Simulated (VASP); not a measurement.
A run of VASP 6.6.1 is set up as follows.

The input INCAR:

```
SYSTEM = Ti12H
  ALGO = Normal
  DIPOL = 0.5 0.5 0.320
  EDIFF = 1E-6
  ENCUT = 400
  GGA = PE
  GGA_COMPAT = .FALSE.
  IDIPOL = 3
  ISIF = 2
  ISMEAR = 0
  LASPH = .TRUE.
  LCHARG = .TRUE.
  LDIPOL = .TRUE.
  LELF = .TRUE.
  LREAL = .FALSE.
  LVACPOTAV = .TRUE.
  LVHAR = .TRUE.
  LWAVE = .FALSE.
  NBANDS = 84
  NELM = 120
  NELMDL = -8
  PREC = Accurate
  SIGMA = 0.1
```

KPOINTS

```
k-points
0
G
  5 5 1
  0 0 0
```

POSCAR

```
Ti12H
1.0
    5.8150893848      0.0000000000      0.0000000000
    0.0000000000      5.8150893848      0.0000000000
    0.0000000000      0.0000000000     19.3059824399
Ti H
12 1
Direct
    0.2500000000      0.2500000000      0.2071896632
    0.2500000000      0.7500000000      0.2071896632
    0.7500000000      0.2500000000      0.2071896632
    0.7500000000      0.7500000000      0.2071896632
    0.0000000000      0.0000000000      0.3057583539
    0.0000000000      0.5000000000      0.3057583539
    0.5000000000      0.0000000000      0.3057583539
    0.5000000000      0.5000000000      0.3057583539
    0.2500000000      0.2500000000      0.4043297182
    0.2500000000      0.7500000000      0.4043297182
    0.7500000000      0.2500000000      0.4043297182
    0.7500000000      0.7500000000      0.4043297182
    0.3333333333      0.3333333333      0.4916973603
```

Potentials or basis: VASP PAW PBE potentials, release 64 (Ti_sv, H).

The run is started by

```sh
$ cat potpaw_PBE.64/Ti_sv/POTCAR potpaw_PBE.64/H/POTCAR > POTCAR
$ mpirun -np 1 vasp_std > vasp.out
```

Problem. Estimate the band gap on the k mesh.

Solution. Zero (an odd number of electrons rules out a gap without spin polarisation).

Problem. What does it give for the largest force?

Solution. 0.416 eV/Å.

Forces on the atoms (eV/Å):
```
Ti  -0.008 -0.008 -0.064
Ti   0.000  0.013  0.010
Ti   0.013  0.000  0.010
Ti   0.004  0.004  0.045
Ti  -0.091 -0.091 -0.113
Ti  -0.108  0.125 -0.052
Ti   0.125 -0.108 -0.052
Ti   0.077  0.077 -0.091
Ti  -0.052 -0.052 -0.024
Ti  -0.021 -0.315  0.246
Ti  -0.315 -0.021  0.246
Ti   0.081  0.081 -0.140
H    0.294  0.294 -0.021
```
